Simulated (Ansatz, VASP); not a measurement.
## One calculation of SnSe, two programs

File INCAR:

```
SYSTEM = SnSe
PREC = Accurate ; ENCUT = 520
EDIFF = 1E-7 ; ISMEAR = -1
SIGMA = 0.02 ; LREAL = .FALSE.
LASPH = .TRUE. ; NELM = 60
ALGO = Normal ; ISIF = 2
LWAVE = .FALSE. ; LCHARG = .FALSE.
GGA = CA ; NBANDS = 17
```

Contents of KPOINTS:

```
Automatic mesh
0
G
  9 9 9
  0 0 0
```

POSCAR

```
SnSe
1.0
    0.0000000000      2.9799000000      3.0100000000
    2.9799000000      0.0000000000      3.0100000000
    2.9799000000      2.9799000000      0.0000000000
Sn Se
1 1
Direct
    0.0000000000      0.0000000000      0.0000000000
    0.5000000000      0.5000000000      0.5000000000
```

Input for Ansatz:

```yaml
crystal:
  lattice:
    - [0.0, 2.9799, 3.01]
    - [2.9799, 0.0, 3.01]
    - [2.9799, 2.9799, 0.0]
  atoms:
    - { symbol: Sn, position: [0.0, 0.0, 0.0] }
    - { symbol: Se, position: [0.5, 0.5, 0.5] }
kpoints:
  mp_grid: { grid: [9, 9, 9] }
  band_path:
    path:
      - [0.0, 0.0, 0.0]
      - [0.0, 0.5, 0.5]
      - [0.25, 0.75, 0.5]
      - [0.0, 0.5, 0.0]
      - [0.0, 0.0, 0.0]
      - [0.5, 0.5, 0.0]
      - [0.3725125, 0.6274875, 0.0]
      - [-0.3725125, 0.3725125, 0.0]
      - [0.0, 0.0, 0.0]
    npoints: 5
scf:
  occupations: { method: fermi_dirac, width: 0.02 }
hamiltonian:
  xc: lda
  pseudopotentials: { kind: all_electron, lapw: { basis_error: 0.00025 } }
output:
  forces: true
  stress: true
  eigenvalues: true
```

Change from the starting cell: equal xx and yy strain of -1 %.

Alike in both runs: task single point; functional LDA; k mesh 9 × 9 × 9; occupations fermi-dirac, width 0.02 eV; no spin polarisation.

|  | VASP | Ansatz |
| --- | --- | --- |
| version | VASP 6.6.1 | Ansatz 0.2.0 |
| potentials or method | VASP PAW LDA potentials, release 64 (Sn_d, Se), cutoff 520 eV | all-electron LAPW, scalar-relativistic |

|  | VASP | Ansatz | Ansatz less VASP |
| --- | --- | --- | --- |
| pressure (GPa) | -2.2 | -2.3 | -0.07 |
| traceless stress, the component that is largest in VASP (GPa) | -0.80 | -0.79 | +0.008 |

LDA's correlation is that of Perdew and Zunger in VASP and of Perdew and Wang (1992) in Ansatz. Ansatz ran all-electron here, and VASP with PAW potentials.
